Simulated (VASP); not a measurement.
# Mo2W (I4/mmm) in VASP: notebook

Mo2W is run at these levels: PBE; tasks: single point.

Program: VASP 6.6.1. These are calculated values, not measurements. Logs are shortened: lines on timing, memory, paths and dates and some standing lists are left out, and cuts for length are marked.

### Step 1. The cell of the first run

It takes space group I4/mmm (No. 139, tetragonal). The conventional cell has a = 3.168 Å, b = 3.168 Å, c = 9.508 Å, α = 90.00°, β = 90.00°, γ = 90.00°. Mo (site symmetry 4mm) has 9 Mo at 2.74 to 3.17 Å and 5 W at 2.74 to 3.17 Å within 3.6 Å. W (site symmetry 4/mmm) has 10 Mo at 2.74 to 3.17 Å and 4 W at 3.17 Å within 3.6 Å.

### Step 2. Single point, PBE

Input file INCAR:

```
  PREC = Accurate
  ENCUT = 500
  EDIFF = 1E-6
  ISMEAR = 0
  SIGMA = 0.1
  LREAL = False
  LASPH = True
  NELM = 120
  ALGO = Normal
  ISIF = 2
  LWAVE = False
  LCHARG = False
  GGA = PE
  NBANDS = 28
  GGA_COMPAT = False
```

Input file KPOINTS:

```
Automatic mesh
0
Gamma
  16 16 16
```

Input file POSCAR:

```
Mo2W
1.0
   -1.5839961497      1.5839961497      4.7538970086
    1.5839961497     -1.5839961497      4.7538970086
    1.5839961497      1.5839961497     -4.7538970086
Mo W
2 1
Direct
    0.3333138132      0.3333138132      0.0000000000
    0.6666861868      0.6666861868      0.0000000000
    0.0000000000      0.0000000000      0.0000000000
```

Potentials or basis: VASP PAW PBE potentials, release 64 (Mo_sv, W_sv).

Command:

```
$ cat potpaw_PBE.64/Mo_sv/POTCAR potpaw_PBE.64/W_sv/POTCAR > POTCAR
$ mpirun -np 1 vasp_std > vasp.out
```

OUTCAR:

```text
PREC = Accurate
   ENCUT = 500
   EDIFF = 1E-6
   ISMEAR = 0
   LREAL = False
   LASPH = True
   NELM = 120
   ISIF = 2
   GGA = PE

 ion  position               nearest neighbor table
   1  0.333  0.333  0.000-   2 2.74   2 2.74   2 2.74   2 2.74   3 2.74   3 2.74   3 2.74   3 2.74
                             3 3.17   2 3.17
   2  0.667  0.667  0.000-   1 2.74   1 2.74   1 2.74   1 2.74   3 2.74   3 2.74   3 2.74   3 2.74
                             3 3.17   1 3.17
   3  0.000  0.000  0.000-   2 2.74   2 2.74   2 2.74   1 2.74   2 2.74   1 2.74   1 2.74   1 2.74
                             1 3.17   2 3.17

  LATTYP: Found a body centered tetragonal cell.
 ALAT       =     3.1679922994
 C/A-ratio  =     3.0012049016

  Lattice vectors:

 A1 = (  -1.5839961497,   1.5839961497,   4.7538970086)
 A2 = (   1.5839961497,  -1.5839961497,   4.7538970086)
 A3 = (   1.5839961497,   1.5839961497,  -4.7538970086)

Analysis of symmetry for initial positions (statically):
=====================================================================
 Subroutine PRICEL returns:
 Original cell was already a primitive cell.

 Routine SETGRP: Setting up the symmetry group for a
 body centered tetragonal supercell.

 Subroutine GETGRP returns: Found 16 space group operations
 (whereof 16 operations were pure point group operations)
 out of a pool of 16 trial point group operations.

The static configuration has the point symmetry D_4h.

Analysis of symmetry for dynamics (positions and initial velocities):
=====================================================================
 Subroutine PRICEL returns:
 Original cell was already a primitive cell.

 Routine SETGRP: Setting up the symmetry group for a
 body centered tetragonal supercell.

 Subroutine GETGRP returns: Found 16 space group operations
 (whereof 16 operations were pure point group operations)
 out of a pool of 16 trial point group operations.

The dynamic configuration has the point symmetry D_4h.

 Subroutine INISYM returns: Found 16 space group operations
 (whereof 16 operations are pure point group operations),
 and found     1 'primitive' translations

----------------------------------------------------------------------------------------

                                     Primitive cell

  volume of cell :      47.7109

  direct lattice vectors                    reciprocal lattice vectors
    -1.583996150  1.583996150  4.753897009     0.000000000  0.315657333  0.105176868
     1.583996150 -1.583996150  4.753897009     0.315657333  0.000000000  0.105176868
     1.583996150  1.583996150 -4.753897009     0.315657333  0.315657333  0.000000000

  length of vectors
     5.255247318  5.255247318  5.255247318     0.332718688  0.332718688  0.446406881

  position of ions in fractional coordinates (direct lattice)
     0.333313813  0.333313813  0.000000000
     0.666686187  0.666686187  0.000000000
     0.000000000  0.000000000  0.000000000

  ion indices of the primitive-cell ions
   primitive index   ion index
                 1           1
                 2           2
                 3           3

----------------------------------------------------------------------------------------

 KPOINTS: Automatic mesh

Automatic generation of k-mesh.
 Grid dimensions read from file:
 generate k-points for:   16   16   16

 Generating k-lattice:

  Cartesian coordinates                     Fractional coordinates (reciprocal lattice)
     0.000000000  0.019728583  0.006573554     0.062500000 -0.000000000  0.000000000
     0.019728583  0.000000000  0.006573554    -0.000000000  0.062500000  0.000000000
     0.019728583  0.019728583  0.000000000     0.000000000  0.000000000  0.062500000

  Length of vectors
     0.020794918  0.020794918  0.027900430

  Shift w.r.t. Gamma in fractional coordinates (k-lattice)
     0.000000000  0.000000000  0.000000000

 Subroutine IBZKPT returns following result:
 ===========================================

 Found    349 irreducible k-points:

 Following reciprocal coordinates:
            Coordinates               Weight
  0.000000  0.000000  0.000000      1.000000
  0.062500  0.000000 -0.000000      8.000000
  0.125000  0.000000 -0.000000      8.000000
  0.187500  0.000000  0.000000      8.000000
  0.250000  0.000000 -0.000000      8.000000
  0.312500  0.000000  0.000000      8.000000
[... 16 lines left out ...]
 -0.125000  0.062500  0.000000     16.000000
 -0.062500  0.062500  0.000000      4.000000
 [... further k-points ...]
   k-points           NKPTS =    349   k-points in BZ     NKDIM =    349   number of bands    NBANDS=     28
   number of dos      NEDOS =    301   number of ions     NIONS =      3
   total plane-waves  NPLWV =  64000
   dimension x,y,z NGX =    40 NGY =   40 NGZ =   40
   dimension x,y,z NGXF=    80 NGYF=   80 NGZF=   80
   ions per type =               2   1
   NGX,Y,Z   is equivalent  to a cutoff of  12.65, 12.65, 12.65 a.u.
   NGXF,Y,Z  is equivalent  to a cutoff of  25.31, 25.31, 25.31 a.u.
 SYSTEM =  unknown system
   PREC   = accura    normal or accurate (medium, high low for compatibility)
   ISTART =      0    job   : 0-new  1-cont  2-samecut
   ICHARG =      2    charge: 1-file 2-atom 10-const
   ISPIN  =      1    spin polarized calculation?
   LNONCOLLINEAR =      F non collinear calculations
   LSORBIT =      F    spin-orbit coupling
   LASPH  =      T    aspherical Exc in radial PAW
   ENCUT  =  500.0 eV  36.75 Ry    6.06 a.u.   9.58  9.58  9.58*2*pi/ulx,y,z
   NELM   =    120;   NELMIN=  2; NELMDL= -5     # of ELM steps
   EDIFF  = 0.1E-05   stopping-criterion for ELM
   LREAL  =      F    real-space projection
   EDIFFG = 0.1E-04   stopping-criterion for IOM
   NSW    =      0    number of steps for IOM
   IBRION =     -1    ionic relax: 0-MD 1-quasi-New 2-CG
   NFREE  =      0    steps in history (QN), initial steepest desc. (CG)
   ISIF   =      2    stress and relaxation
   ISYM   =      2    0-nonsym 1-usesym 2-fastsym
   POTIM  = 0.5000    time-step for ionic-motion
   TEBEG  =    0.0;   TEEND  =   0.0 temperature during run
   PSTRESS=    0.0 pullay stress
   NELECT =      42.0000    total number of electrons
   NUPDOWN=      -1.0000    fix difference up-down
   EMIN   =  10.00;   EMAX   =-10.00  energy-range for DOS
   EFERMI =   0.00;   METHOD = LEGACY
   ISMEAR =     0;   SIGMA  =   0.10  broadening in eV -4-tet -1-fermi 0-gaus
   EFERMI_NEDOS =   21; number of points for ismear=-14 and -15
   IALGO  =     38    algorithm
   IMIX   =      4    mixing-type and parameters
     AMIX     =   0.40;   BMIX     =  1.00
     AMIX_MAG =   1.60;   BMIX_MAG =  1.00
  volume/ion in A,a.u.               =      15.90       107.32
  Fermi-wavevector in a.u.,A,eV,Ry     =   1.568984  2.964950 33.493621  2.461712
  Thomas-Fermi vector in A             =   2.670934
   LORBIT       =      0    0 simple, 1 ext, 2 COOP (PROOUT), +10 PAW based schemes
   GGA     = PE    functional components
   LHFCALC =     F    Hartree Fock is set to
   AEXX    =    0.0000 exact exchange contribution
   IVDW    =     0    specifies the selected vdW correction
   LEPSILON=     F    determine dielectric tensor
   LRPA    =     F    only Hartree local field effects (RPA)
 non-spin polarized calculation
 Gauss-broadening in eV      SIGMA  =   0.10
  energy-cutoff  :      500.00
  volume of cell :       47.71
 maximum number of plane-waves:      1240
   NGX = 19   NGY = 19   NGZ = 19

 number of electron      42.0000000 magnetization

 Free energy of the ion-electron system (eV)
  ---------------------------------------------------
  ext. energy  EPLUGINS =         0.00000000
  ---------------------------------------------------
  free energy    TOTEN  =       -34.84391838 eV

  energy without entropy =      -34.83575582  energy(sigma->0) =      -34.83983710

 E-fermi :  12.0086     XC(G=0): -13.4057

 val. band max:       12.0054529352   @ k =   0.4375   0.0000  -0.0000
 cond. band min:      12.0130230600   @ k =  -0.1875   0.4375   0.1250
 fundamental gap:      0.0075701248
 Fermi energy:        12.0085961701

 k-point     1 :       0.0000    0.0000    0.0000
  band No.  band energies     occupation
      1     -62.1366      2.00000
      2     -49.1376      2.00000
      3     -48.9189      2.00000
      4     -26.3871      2.00000
      5     -26.2739      2.00000
      6     -26.2739      2.00000
[... 20 lines left out ...]
     27      14.2036      0.00000
     28      14.7817      0.00000

 k-point     2 :       0.0625    0.0000   -0.0000
  band No.  band energies     occupation
      1     -62.1363      2.00000
      2     -49.1349      2.00000
      3     -48.9202      2.00000
      4     -26.3875      2.00000
      5     -26.2841      2.00000
      6     -26.2723      2.00000
[... 20 lines left out ...]
     27      14.5660      0.00000
     28      15.1198      0.00000

 k-point     3 :       0.1250    0.0000   -0.0000
  band No.  band energies     occupation
      1     -62.1353      2.00000
      2     -49.1270      2.00000
      3     -48.9243      2.00000
      4     -26.3888      2.00000
      5     -26.3126      2.00000
      6     -26.2677      2.00000
[... 20 lines left out ...]
     27      15.1163      0.00000
     28      15.8234      0.00000

 k-point     4 :       0.1875    0.0000    0.0000
  band No.  band energies     occupation
      1     -62.1338      2.00000
      2     -49.1142      2.00000
      3     -48.9313      2.00000
      4     -26.3904      2.00000
      5     -26.3542      2.00000
      6     -26.2607      2.00000
[... 578 lines left out ...]
     27      15.5239      0.00000
     28      16.0586      0.00000

 k-point    23 :      -0.1250    0.0625    0.0000
  band No.  band energies     occupation
      1     -62.1350      2.00000
      2     -49.1246      2.00000
      3     -48.9252      2.00000
      4     -26.3895      2.00000
      5     -26.3109      2.00000
      6     -26.2776      2.00000
[... 20 lines left out ...]
     27      15.1136      0.00000
     28      15.5227      0.00000

 k-point    24 :      -0.0625    0.0625    0.0000
  band No.  band energies     occupation
      1     -62.1360      2.00000
      2     -49.1324      2.00000
      3     -48.9214      2.00000
      4     -26.3883      2.00000
      5     -26.2824      2.00000
      6     -26.2823      2.00000
[... 20 lines left out ...]
     27      14.7533      0.00000
     28      15.1452      0.00000

 [... further k-points ...]

------------------------ aborting loop because EDIFF is reached ----------------------------------------

  FORCE on cell =-STRESS in cart. coord.  units (eV):
  Direction    XX          YY          ZZ          XY          YZ          ZX
  --------------------------------------------------------------------------------------
  -------------------------------------------------------------------------------------
  Total        0.1514734      0.1514734      0.1499710      0.0000000      0.0000000      0.0000000
  in kB        5.0866147      5.0866147      5.0361630      0.0000000      0.0000000      0.0000000
  external PRESSURE =       5.0697975 kB  Pullay stress =       0.0000000 kB

 VOLUME and BASIS-vectors are now :
 -----------------------------------------------------------------------------
  energy-cutoff  :      500.00
  volume of cell :       47.71
      direct lattice vectors                 reciprocal lattice vectors
    -1.583996150  1.583996150  4.753897009     0.000000000  0.315657333  0.105176868
     1.583996150 -1.583996150  4.753897009     0.315657333  0.000000000  0.105176868
     1.583996150  1.583996150 -4.753897009     0.315657333  0.315657333  0.000000000

 POSITION                                       TOTAL-FORCE (eV/Angst)
 -----------------------------------------------------------------------------------
      0.00000      0.00000      3.16908         0.000000      0.000000     -0.009172
      0.00000      0.00000      6.33871        -0.000000     -0.000000      0.009172
      0.00000      0.00000      0.00000        -0.000000     -0.000000     -0.000000
 -----------------------------------------------------------------------------------
    total drift:                               -0.000000      0.000000     -0.000000

  FREE ENERGIE OF THE ION-ELECTRON SYSTEM (eV)
  ---------------------------------------------------
  free  energy   TOTEN  =       -34.8439183772 eV

  energy  without entropy=      -34.8357558161  energy(sigma->0) =      -34.83983710
```

Wall time 12 min (1 thread of Oxide Virtual Turin-like, shared host); peak memory 0.5 GiB.

What came out:

* Free energy: -34.8439 eV
* Pressure: 0.5 GPa
* Largest force: 0.009 eV/Å
* Band gap on the k mesh: zero (bands 21 and 22 overlap by 2.38 eV)

Forces in eV/Å, atoms in the order of the input:
```
Mo   0.000  0.000 -0.009
Mo   0.000  0.000  0.009
W    0.000  0.000  0.000
```

Caveat: spin-orbit coupling is left out, which moves the levels of the heavy elements.

### Step 3. Single point, PBE (16.38 Å³/atom)

This run uses another cell than the first one, of 16.38 Å³/atom.

Input file INCAR:

```
SYSTEM = Mo2W
PREC     = Accurate       ! precision mode
ENCUT    = 500            ! plane-wave cutoff, eV
EDIFF    = 1E-6           ! SCF threshold, eV
ISMEAR   = 0              ! smearing method
SIGMA    = 0.1            ! smearing width, eV
LREAL    = .False.        ! projectors in reciprocal space
LASPH    = .True.         ! aspherical terms in the spheres
NELM     = 120            ! most SCF steps
ALGO     = Normal         ! electronic algorithm
ISIF     = 2              ! what is computed and relaxed
LWAVE    = .False.        ! write WAVECAR
LCHARG   = .True.         ! write CHGCAR
GGA      = PE             ! functional
LELF     = .True.         ! ELF
LVHAR    = .True.       
NBANDS   = 28             ! bands
GGA_COMPAT= .False.
```

Input file KPOINTS:

```
regular mesh
0
Gamma
  16 16 16
  0 0 0
```

Input file POSCAR:

```
Mo2W
1.0
   -1.5995750455      1.5995750455      4.8016001993
    1.5995750455     -1.5995750455      4.8016001993
    1.5995750455      1.5995750455     -4.8016001993
Mo W
2 1
Direct
    0.3334633596      0.3334633596      0.0000000000
    0.6665366404      0.6665366404      0.0000000000
    0.0000000000      0.0000000000      0.0000000000
```

Potentials or basis: VASP PAW PBE potentials, release 64 (Mo_sv, W_sv).

Command:

```
$ cat potpaw_PBE.64/Mo_sv/POTCAR potpaw_PBE.64/W_sv/POTCAR > POTCAR
$ mpirun -np 1 vasp_std > vasp.out
```

Wall time 14 min (1 thread of Oxide Virtual Turin-like, shared host); peak memory 0.51 GiB.

Results (log left out):

```yaml
Free_energy: -34.8138 eV
Pressure: -7.2 GPa
Largest_force: 0.006 eV/Å
Band_gap_on_the_k_mesh: zero (bands 21 and 22 overlap by 2.24 eV)
```

Forces on the atoms (eV/Å):
```
Mo   0.000  0.000 -0.006
Mo   0.000  0.000  0.006
W    0.000  0.000  0.000
```

Levels at points of the mesh, in eV from the Fermi level:
```tsv
k point	band 19	band 20	band 21	band 22	band 23	band 24
(0.00, 0.00, 0.00)	-1.25	-1.24	0.56	0.56	0.95	0.95
(0.50, 0.00, 0.00)	-1.74	-1.69	0.10	0.40	1.17	1.75
(0.50, 0.50, 0.00)	-1.65	-1.35	1.18	1.72	2.08	2.21
(0.50, 0.50, 0.50)	-1.09	-1.09	-0.78	-0.63	-0.29	-0.10
```

Caveat: the cell stands under tension; spin-orbit coupling is left out, which moves the levels of the heavy elements.

(Part 1 of 2 ends here.)
